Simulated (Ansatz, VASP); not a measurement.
CsPbCl3: VASP beside Ansatz

Contents of INCAR:

```
SYSTEM = CsPbCl3
PREC = Accurate
ENCUT = 520
EDIFF = 1E-6
ISMEAR = -1
SIGMA = 0.05
LREAL = .FALSE.
LASPH = .TRUE.
NELM = 80
ALGO = Normal
ISIF = 2
LWAVE = .FALSE.
LCHARG = .TRUE.
GGA = PS
LELF = .TRUE.
LVHAR = .TRUE.
NBANDS = 30
```

The input KPOINTS:

```
regular mesh
0
G
  4 4 4
  0 0 0
```

File POSCAR:

```
CsPbCl3
1.0
    5.6050000000      0.0000000000      0.0000000000
    0.0000000000      5.6050000000      0.0000000000
    0.0000000000      0.0000000000      5.6610500000
Pb Cs Cl
1 1 3
Direct
    0.5000000000      0.5000000000      0.5000000000
    0.0000000000      0.0000000000      0.0000000000
    0.5000000000      0.0000000000      0.5000000000
    0.0000000000      0.5000000000      0.5000000000
    0.5000000000      0.5000000000      0.0000000000
```

The input input.yaml:

```yaml
crystal:
  lattice:
    - [5.605, 0.0, 0.0]
    - [0.0, 5.605, 0.0]
    - [0.0, 0.0, 5.66105]
  atoms:
    - { symbol: Pb, position: [0.5, 0.5, 0.5] }
    - { symbol: Cs, position: [0.0, 0.0, 0.0] }
    - { symbol: Cl, position: [0.5, 0.0, 0.5] }
    - { symbol: Cl, position: [0.0, 0.5, 0.5] }
    - { symbol: Cl, position: [0.5, 0.5, 0.0] }
hamiltonian:
  xc: pbesol
  pseudopotentials: { kind: paw }
kpoints:
  mp_grid: { grid: [4, 4, 4] }
  band_path:
    path:
      - [[0.0, 0.0, 0.0], [0.0, 0.5, 0.0], [0.5, 0.5, 0.0], [0.0, 0.0, 0.0], [0.0, 0.0, 0.5], [0.0, 0.5, 0.5], [0.5, 0.5, 0.5], [0.0, 0.0, 0.5]]
      - [[0.0, 0.5, 0.0], [0.0, 0.5, 0.5]]
      - [[0.5, 0.5, 0.0], [0.5, 0.5, 0.5]]
    npoints: 14
scf:
  occupations: { method: fermi_dirac, width: 0.05 }
  n_extra_bands: 12
output:
  forces: true
  stress: true
  eigenvalues: true
  fatbands: true
```

Alike in both runs: functional PBEsol; k mesh 4 × 4 × 4; occupations fermi-dirac, width 0.05 eV; no spin polarisation.

|  | VASP | Ansatz |
| --- | --- | --- |
| version | VASP 6.6.1 | Ansatz 0.2.0 |
| potentials or method | VASP PAW PBE potentials, release 64 (Pb_d, Cs_sv, Cl) | Ansatz PAW |
| plane-wave cutoff (eV) | 520 | 420 |
| valence electrons in the cell | 44 | 44 |
| task | single point | band structure |

|  | VASP | Ansatz | Ansatz less VASP |
| --- | --- | --- | --- |
| gap on the k mesh at the Fermi level (eV) | 1.80 | 1.79 | -0.006 |
| least direct gap on the mesh (eV) | 1.80 | 1.79 | -0.006 |
| pressure (GPa) | 0.0 | 0.0 | +0.04 |
| traceless stress, the component that is largest in VASP (GPa) | -0.34 | -0.33 | +0.001 |

VASP's potentials were made for PBE, not for PBEsol. The functional is the same, so the differences come from potentials, cutoffs and numerics.

Neither program's run includes spin-orbit coupling.
